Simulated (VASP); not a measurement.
# Ir (Fm-3m) in VASP: a series of runs

Ir is run at these levels: LDA; tasks: single point.

Everything below comes from runs of VASP 6.6.1. Logs are shortened: lines on timing, memory, paths and dates and some standing lists are left out, and cuts for length are marked.

### 1 The cell of the first run

Symmetry: Fm-3m, No. 225, cubic system. The conventional cell has a = 3.352 Å, b = 3.352 Å, c = 3.352 Å, α = 90.00°, β = 90.00°, γ = 90.00°. Ir (site symmetry m-3m) has 12 Ir at 2.37 Å within 3.1 Å.

### 2 Single point, LDA (volume scaled by 0.68)

INCAR reads:

```
ALGO = Normal ; EDIFF = 1E-7
ENCUT = 520 ; GGA = CA
ISIF = 2 ; ISMEAR = -1
LASPH = T ; LCHARG = F
LREAL = F ; LWAVE = F
NBANDS = 10 ; NELM = 100
PREC = Accurate ; SIGMA = 0.1
```

KPOINTS reads:

```
k-points
0
Gamma
  17 17 17
```

POSCAR reads:

```
Ir
1.0
    0.0000000000      1.6759354692      1.6759354692
    1.6759354692      0.0000000000      1.6759354692
    1.6759354692      1.6759354692      0.0000000000
Ir
1
Direct
    0.0000000000      0.0000000000      0.0000000000
```

Potentials or basis: VASP PAW LDA potentials, release 64 (Ir).

The run is started by

```sh
$ cat potpaw_LDA.64/Ir/POTCAR > POTCAR
$ mpirun -np 1 vasp_std > vasp.out
```

OUTCAR:

```text
EDIFF = 1E-7
   ENCUT = 520
   GGA = CA
   ISIF = 2
   ISMEAR = -1
   LASPH = T
   LREAL = F
   NELM = 100
   PREC = Accurate

 ion  position               nearest neighbor table
   1  0.000  0.000  0.000-

  LATTYP: Found a face centered cubic cell.
 ALAT       =     3.3518709384

  Lattice vectors:

 A1 = (   0.0000000000,   1.6759354692,   1.6759354692)
 A2 = (   1.6759354692,   0.0000000000,   1.6759354692)
 A3 = (   1.6759354692,   1.6759354692,   0.0000000000)

Analysis of symmetry for initial positions (statically):
=====================================================================
 Subroutine PRICEL returns:
 Original cell was already a primitive cell.

 Routine SETGRP: Setting up the symmetry group for a
 face centered cubic supercell.

 Subroutine GETGRP returns: Found 48 space group operations
 (whereof 48 operations were pure point group operations)
 out of a pool of 48 trial point group operations.

The static configuration has the point symmetry O_h .

Analysis of symmetry for dynamics (positions and initial velocities):
=====================================================================
 Subroutine PRICEL returns:
 Original cell was already a primitive cell.

 Routine SETGRP: Setting up the symmetry group for a
 face centered cubic supercell.

 Subroutine GETGRP returns: Found 48 space group operations
 (whereof 48 operations were pure point group operations)
 out of a pool of 48 trial point group operations.

The dynamic configuration has the point symmetry O_h .

 Subroutine INISYM returns: Found 48 space group operations
 (whereof 48 operations are pure point group operations),
 and found     1 'primitive' translations

----------------------------------------------------------------------------------------

                                     Primitive cell

  volume of cell :       9.4146

  direct lattice vectors                    reciprocal lattice vectors
     0.000000000  1.675935469  1.675935469    -0.298340843  0.298340843  0.298340843
     1.675935469  0.000000000  1.675935469     0.298340843 -0.298340843  0.298340843
     1.675935469  1.675935469  0.000000000     0.298340843  0.298340843 -0.298340843

  length of vectors
     2.370130670  2.370130670  2.370130670     0.516741497  0.516741497  0.516741497

  position of ions in fractional coordinates (direct lattice)
     0.000000000  0.000000000  0.000000000

  ion indices of the primitive-cell ions
   primitive index   ion index
                 1           1

----------------------------------------------------------------------------------------

 KPOINTS: k-points

Automatic generation of k-mesh.
 Grid dimensions read from file:
 generate k-points for:   17   17   17

 Generating k-lattice:

  Cartesian coordinates                     Fractional coordinates (reciprocal lattice)
    -0.017549461  0.017549461  0.017549461     0.058823529  0.000000000  0.000000000
     0.017549461 -0.017549461  0.017549461     0.000000000  0.058823529  0.000000000
     0.017549461  0.017549461 -0.017549461     0.000000000  0.000000000  0.058823529

  Length of vectors
     0.030396559  0.030396559  0.030396559

  Shift w.r.t. Gamma in fractional coordinates (k-lattice)
     0.000000000  0.000000000  0.000000000

 Subroutine IBZKPT returns following result:
 ===========================================

 Found    165 irreducible k-points:

 Following reciprocal coordinates:
            Coordinates               Weight
  0.000000  0.000000  0.000000      1.000000
  0.058824  0.000000  0.000000      8.000000
  0.117647  0.000000  0.000000      8.000000
  0.176471  0.000000  0.000000      8.000000
  0.235294  0.000000  0.000000      8.000000
  0.294118  0.000000  0.000000      8.000000
[... 16 lines left out ...]
 -0.176471  0.058824  0.000000     24.000000
 -0.117647  0.058824  0.000000     24.000000
 [... further k-points ...]
   k-points           NKPTS =    165   k-points in BZ     NKDIM =    165   number of bands    NBANDS=     10
   number of dos      NEDOS =    301   number of ions     NIONS =      1
   total plane-waves  NPLWV =   5832
   dimension x,y,z NGX =    18 NGY =   18 NGZ =   18
   dimension x,y,z NGXF=    36 NGYF=   36 NGZF=   36
   ions per type =               1
   NGX,Y,Z   is equivalent  to a cutoff of  12.63, 12.63, 12.63 a.u.
   NGXF,Y,Z  is equivalent  to a cutoff of  25.25, 25.25, 25.25 a.u.
 SYSTEM =  unknown system
   PREC   = accura    normal or accurate (medium, high low for compatibility)
   ISTART =      0    job   : 0-new  1-cont  2-samecut
   ICHARG =      2    charge: 1-file 2-atom 10-const
   ISPIN  =      1    spin polarized calculation?
   LNONCOLLINEAR =      F non collinear calculations
   LSORBIT =      F    spin-orbit coupling
   LASPH  =      T    aspherical Exc in radial PAW
   ENCUT  =  520.0 eV  38.22 Ry    6.18 a.u.   4.41  4.41  4.41*2*pi/ulx,y,z
   NELM   =    100;   NELMIN=  2; NELMDL= -5     # of ELM steps
   EDIFF  = 0.1E-06   stopping-criterion for ELM
   LREAL  =      F    real-space projection
   EDIFFG = 0.1E-05   stopping-criterion for IOM
   NSW    =      0    number of steps for IOM
   IBRION =     -1    ionic relax: 0-MD 1-quasi-New 2-CG
   NFREE  =      0    steps in history (QN), initial steepest desc. (CG)
   ISIF   =      2    stress and relaxation
   ISYM   =      2    0-nonsym 1-usesym 2-fastsym
   POTIM  = 0.5000    time-step for ionic-motion
   TEBEG  =    0.0;   TEEND  =   0.0 temperature during run
   PSTRESS=    0.0 pullay stress
   NELECT =       9.0000    total number of electrons
   NUPDOWN=      -1.0000    fix difference up-down
   EMIN   =  10.00;   EMAX   =-10.00  energy-range for DOS
   EFERMI =   0.00;   METHOD = LEGACY
   ISMEAR =    -1;   SIGMA  =   0.10  broadening in eV -4-tet -1-fermi 0-gaus
   EFERMI_NEDOS =   21; number of points for ismear=-14 and -15
   IALGO  =     38    algorithm
   IMIX   =      4    mixing-type and parameters
     AMIX     =   0.40;   BMIX     =  1.00
     AMIX_MAG =   1.60;   BMIX_MAG =  1.00
  volume/ion in A,a.u.               =       9.41        63.53
  Fermi-wavevector in a.u.,A,eV,Ry     =   1.612705  3.047571 35.386287  2.600819
  Thomas-Fermi vector in A             =   2.707892
   LORBIT       =      0    0 simple, 1 ext, 2 COOP (PROOUT), +10 PAW based schemes
   GGA     = CA    functional components
   LHFCALC =     F    Hartree Fock is set to
   AEXX    =    0.0000 exact exchange contribution
   IVDW    =     0    specifies the selected vdW correction
   LEPSILON=     F    determine dielectric tensor
   LRPA    =     F    only Hartree local field effects (RPA)
 non-spin polarized calculation
  energy-cutoff  :      520.00
  volume of cell :        9.41
 maximum number of plane-waves:       268
 NGX is ok and might be reduce to    18
   NGX =  9   NGY =  9   NGZ =  9

 number of electron       8.9999999 magnetization

 Free energy of the ion-electron system (eV)
  ---------------------------------------------------
  ext. energy  EPLUGINS =         0.00000000
  ---------------------------------------------------
  free energy    TOTEN  =        -6.35659932 eV

  energy without entropy =       -6.34189312  energy(sigma->0) =       -6.34924622

 E-fermi :  18.9695     XC(G=0): -16.5872

 val. band max:       18.9587153835   @ k =   0.2941   0.1765   0.0000
 cond. band min:      19.0061939365   @ k =   0.4118   0.3529   0.0000
 fundamental gap:      0.0474785530
 Fermi energy:        18.9695454482

 k-point     1 :       0.0000    0.0000    0.0000
  band No.  band energies     occupation
      1       3.2272      2.00000
      2      11.8890      2.00000
      3      11.8890      2.00000
      4      11.8890      2.00000
      5      16.9667      2.00000
      6      16.9667      2.00000
      7      31.6388      0.00000
      8      39.9584      0.00000
      9      39.9584      0.00000
     10      39.9584      0.00000

 k-point     2 :       0.0588    0.0000    0.0000
  band No.  band energies     occupation
      1       3.4787      2.00000
      2      11.7303      2.00000
      3      12.0073      2.00000
      4      12.0073      2.00000
      5      16.8580      2.00000
      6      16.8580      2.00000
      7      32.1199      0.00000
      8      38.9172      0.00000
      9      40.4108      0.00000
     10      40.4108      0.00000

 k-point     3 :       0.1176    0.0000    0.0000
  band No.  band energies     occupation
      1       4.1765      2.00000
      2      11.3638      2.00000
      3      12.3108      2.00000
      4      12.3108      2.00000
      5      16.6234      2.00000
      6      16.6234      2.00000
      7      33.3833      0.00000
      8      37.1464      0.00000
      9      41.7133      0.00000
     10      41.7133      0.00000

 k-point     4 :       0.1765    0.0000    0.0000
  band No.  band energies     occupation
      1       5.1153      2.00000
      2      11.0969      2.00000
      3      12.6203      2.00000
      4      12.6203      2.00000
      5      16.5303      2.00000
      6      16.5303      2.00000
      7      34.1087      0.00000
      8      36.6359      0.00000
      9      43.7292      0.00000
     10      43.7292      0.00000
[... 222 lines left out ...]
 k-point    22 :      -0.2353    0.0588    0.0000
  band No.  band energies     occupation
      1       6.2536      2.00000
      2      11.3456      2.00000
      3      12.6419      2.00000
      4      12.7748      2.00000
      5      16.3148      2.00000
      6      18.2252      1.99883
      7      32.9782      0.00000
      8      39.1914      0.00000
      9      45.5130      0.00000
     10      47.3816      0.00000

 k-point    23 :      -0.1765    0.0588    0.0000
  band No.  band energies     occupation
      1       5.6324      2.00000
      2      10.8359      2.00000
      3      12.7879      2.00000
      4      12.8209      2.00000
      5      15.8140      2.00000
      6      17.3868      2.00000
      7      34.2536      0.00000
      8      37.2304      0.00000
      9      43.3800      0.00000
     10      45.6573      0.00000

 k-point    24 :      -0.1176    0.0588    0.0000
  band No.  band energies     occupation
      1       4.6863      2.00000
      2      11.0277      2.00000
      3      12.5086      2.00000
      4      12.6244      2.00000
      5      15.9845      2.00000
      6      17.0363      2.00000
      7      34.2710      0.00000
      8      36.6785      0.00000
      9      41.5236      0.00000
     10      43.2796      0.00000

 [... further k-points ...]

------------------------ aborting loop because EDIFF is reached ----------------------------------------

  FORCE on cell =-STRESS in cart. coord.  units (eV):
  Direction    XX          YY          ZZ          XY          YZ          ZX
  --------------------------------------------------------------------------------------
  -------------------------------------------------------------------------------------
  Total       24.1165004     24.1165004     24.1165004      0.0000000      0.0000000      0.0000000
  in kB     4104.1478418   4104.1478418   4104.1478418      0.0000000      0.0000000      0.0000000
  external PRESSURE =    4104.1478418 kB  Pullay stress =       0.0000000 kB

 VOLUME and BASIS-vectors are now :
 -----------------------------------------------------------------------------
  energy-cutoff  :      520.00
  volume of cell :        9.41
      direct lattice vectors                 reciprocal lattice vectors
     0.000000000  1.675935469  1.675935469    -0.298340843  0.298340843  0.298340843
     1.675935469  0.000000000  1.675935469     0.298340843 -0.298340843  0.298340843
     1.675935469  1.675935469  0.000000000     0.298340843  0.298340843 -0.298340843

 POSITION                                       TOTAL-FORCE (eV/Angst)
 -----------------------------------------------------------------------------------
      0.00000      0.00000      0.00000         0.000000      0.000000     -0.000000
 -----------------------------------------------------------------------------------
    total drift:                                0.000000     -0.000000     -0.000000

  FREE ENERGIE OF THE ION-ELECTRON SYSTEM (eV)
  ---------------------------------------------------
  free  energy   TOTEN  =        -6.3565993225 eV

  energy  without entropy=       -6.3418931178  energy(sigma->0) =       -6.34924622
```

Wall time 22 s (1 thread of Intel Xeon 8259CL, shared host); peak memory 0.13 GiB.

Results:

* Free energy: -6.3566 eV
* Pressure: 410.4 GPa

Levels at points of the mesh, in eV from the Fermi level:
```
           k point  band 1  band 2  band 3  band 4  band 5  band 6  band 7  band 8  band 9
(0.00, 0.00, 0.00)  -15.74   -7.08   -7.08   -7.08   -2.00   -2.00   12.67   20.99   20.99
```

Caveat: spin-orbit coupling is left out, which moves the levels of the heavy elements.

### 3 Single point, LDA (volume scaled by 0.78)

INCAR reads:

```
  ALGO = Normal
  EDIFF = 1E-7
  ENCUT = 520
  ISIF = 2
  ISMEAR = -1
  LASPH = T
  LCHARG = F
  LREAL = F
  LWAVE = F
  NBANDS = 10
  NELM = 100
  PREC = Accurate
  SIGMA = 0.1
```

KPOINTS is that of step 2.

POSCAR reads:

```
Ir
1.0
    0.0000000000      1.7543619080      1.7543619080
    1.7543619080      0.0000000000      1.7543619080
    1.7543619080      1.7543619080      0.0000000000
Ir
1
Direct
    0.0000000000      0.0000000000      0.0000000000
```

Potentials or basis: VASP PAW LDA potentials, release 64 (Ir).

The run is started by

```sh
$ cat potpaw_LDA.64/Ir/POTCAR > POTCAR
$ mpirun -np 1 vasp_std > vasp.out
```

OUTCAR:

```text
EDIFF = 1E-7
   ENCUT = 520
   ISIF = 2
   ISMEAR = -1
   LASPH = T
   LREAL = F
   NELM = 100
   PREC = Accurate

 ion  position               nearest neighbor table
   1  0.000  0.000  0.000-

  LATTYP: Found a face centered cubic cell.
 ALAT       =     3.5087238160

  Lattice vectors:

 A1 = (   0.0000000000,   1.7543619080,   1.7543619080)
 A2 = (   1.7543619080,   0.0000000000,   1.7543619080)
 A3 = (   1.7543619080,   1.7543619080,   0.0000000000)

Analysis of symmetry for initial positions (statically):
=====================================================================
 Subroutine PRICEL returns:
 Original cell was already a primitive cell.

 Routine SETGRP: Setting up the symmetry group for a
 face centered cubic supercell.

 Subroutine GETGRP returns: Found 48 space group operations
 (whereof 48 operations were pure point group operations)
 out of a pool of 48 trial point group operations.

The static configuration has the point symmetry O_h .

Analysis of symmetry for dynamics (positions and initial velocities):
=====================================================================
 Subroutine PRICEL returns:
 Original cell was already a primitive cell.

 Routine SETGRP: Setting up the symmetry group for a
 face centered cubic supercell.

 Subroutine GETGRP returns: Found 48 space group operations
 (whereof 48 operations were pure point group operations)
 out of a pool of 48 trial point group operations.

The dynamic configuration has the point symmetry O_h .

 Subroutine INISYM returns: Found 48 space group operations
 (whereof 48 operations are pure point group operations),
 and found     1 'primitive' translations

----------------------------------------------------------------------------------------

                                     Primitive cell

  volume of cell :      10.7991

  direct lattice vectors                    reciprocal lattice vectors
     0.000000000  1.754361908  1.754361908    -0.285003908  0.285003908  0.285003908
[... 109 lines left out ...]
   GGA     = CA    functional components
   LHFCALC =     F    Hartree Fock is set to
   AEXX    =    0.0000 exact exchange contribution
   IVDW    =     0    specifies the selected vdW correction
   LEPSILON=     F    determine dielectric tensor
   LRPA    =     F    only Hartree local field effects (RPA)
 non-spin polarized calculation
  energy-cutoff  :      520.00
  volume of cell :       10.80
 maximum number of plane-waves:       303
   NGX =  9   NGY =  9   NGZ =  9

 number of electron       9.0000000 magnetization

 Free energy of the ion-electron system (eV)
  ---------------------------------------------------
  ext. energy  EPLUGINS =         0.00000000
  ---------------------------------------------------
  free energy    TOTEN  =        -8.86699467 eV

  energy without entropy =       -8.84920385  energy(sigma->0) =       -8.85809926

 E-fermi :  15.6508     XC(G=0): -15.7414

 val. band max:       15.6367963243   @ k =   0.2941   0.1765   0.0000
 cond. band min:      15.6680822634   @ k =  -0.3529   0.2941   0.0000
 fundamental gap:      0.0312859391
 Fermi energy:        15.6508417325

 k-point     1 :       0.0000    0.0000    0.0000
  band No.  band energies     occupation
      1       1.5503      2.00000
      2       9.8734      2.00000
      3       9.8734      2.00000
      4       9.8734      2.00000
      5      14.0108      2.00000
      6      14.0108      2.00000
      7      29.1395      0.00000
      8      36.4354      0.00000
      9      36.4354      0.00000
     10      36.4354      0.00000
[... 287 lines left out ...]
 k-point    24 :      -0.1176    0.0588    0.0000
  band No.  band energies     occupation
      1       2.7957      2.00000
      2       9.1586      2.00000
      3      10.3942      2.00000
      4      10.4682      2.00000
      5      13.2619      2.00000
      6      14.0926      2.00000
      7      31.3541      0.00000
      8      33.3287      0.00000
      9      37.6716      0.00000
     10      39.2351      0.00000

 [... further k-points ...]

------------------------ aborting loop because EDIFF is reached ----------------------------------------

  FORCE on cell =-STRESS in cart. coord.  units (eV):
  Direction    XX          YY          ZZ          XY          YZ          ZX
  --------------------------------------------------------------------------------------
  -------------------------------------------------------------------------------------
  Total       13.0081914     13.0081914     13.0081914     -0.0000000      0.0000000      0.0000000
  in kB     1929.9228000   1929.9228000   1929.9228000     -0.0000000      0.0000000      0.0000000
  external PRESSURE =    1929.9228000 kB  Pullay stress =       0.0000000 kB

 VOLUME and BASIS-vectors are now :
 -----------------------------------------------------------------------------
  energy-cutoff  :      520.00
  volume of cell :       10.80
      direct lattice vectors                 reciprocal lattice vectors
     0.000000000  1.754361908  1.754361908    -0.285003908  0.285003908  0.285003908
     1.754361908  0.000000000  1.754361908     0.285003908 -0.285003908  0.285003908
     1.754361908  1.754361908  0.000000000     0.285003908  0.285003908 -0.285003908

 POSITION                                       TOTAL-FORCE (eV/Angst)
 -----------------------------------------------------------------------------------
      0.00000      0.00000      0.00000         0.000000      0.000000      0.000000
 -----------------------------------------------------------------------------------
    total drift:                               -0.000000      0.000000     -0.000000

  FREE ENERGIE OF THE ION-ELECTRON SYSTEM (eV)
  ---------------------------------------------------
  free  energy   TOTEN  =        -8.8669946721 eV

  energy  without entropy=       -8.8492038524  energy(sigma->0) =       -8.85809926
```

Wall time 18 s (1 thread of Intel Xeon 8259CL, shared host); peak memory 0.13 GiB.

Results:

| Item | Value |
| --- | --- |
| Free energy | -8.8670 eV |
| Pressure | 193.0 GPa |

Levels at points of the mesh, in eV from the Fermi level:
```csv
k point,band 1,band 2,band 3,band 4,band 5,band 6,band 7,band 8
"(0.00, 0.00, 0.00)",-14.10,-5.78,-5.78,-5.78,-1.64,-1.64,13.49,20.78
```

Caveat: spin-orbit coupling is left out, which moves the levels of the heavy elements.

### 4 Single point, LDA (volume scaled by 0.78)

INCAR reads:

```
SYSTEM = Ir
PREC = Accurate ; ENCUT = 520
EDIFF = 1E-6 ; ISMEAR = -1
SIGMA = 0.1 ; LREAL = .FALSE.
LASPH = .TRUE. ; NELM = 80
ALGO = Normal ; ISIF = 2
LWAVE = .FALSE. ; LCHARG = .FALSE.
NBANDS = 10
```

KPOINTS reads:

```
regular mesh
0
G
  17 17 17
  0 0 0
```

POSCAR is that of step 3.

The run is started by

```sh
$ cat potpaw_LDA.64/Ir/POTCAR > POTCAR
$ mpirun -np 1 vasp_std > vasp.out
```

It took 20 s on 1 thread of Intel Xeon 8259CL, shared host; peak memory 0.13 GiB.

It converged, with:

| Property | Result |
| --- | --- |
| Free energy | -8.8670 eV |
| Pressure | 193.0 GPa |

Levels at points of the mesh, in eV from the Fermi level:
| k point | band 1 | band 2 | band 3 | band 4 | band 5 | band 6 | band 7 | band 8 |
| --- | --- | --- | --- | --- | --- | --- | --- | --- |
| (0.00, 0.00, 0.00) | -14.10 | -5.78 | -5.78 | -5.78 | -1.64 | -1.64 | 13.49 | 20.78 |

Caveat: spin-orbit coupling is left out, which moves the levels of the heavy elements.

(Part 1 of 2 ends here.)
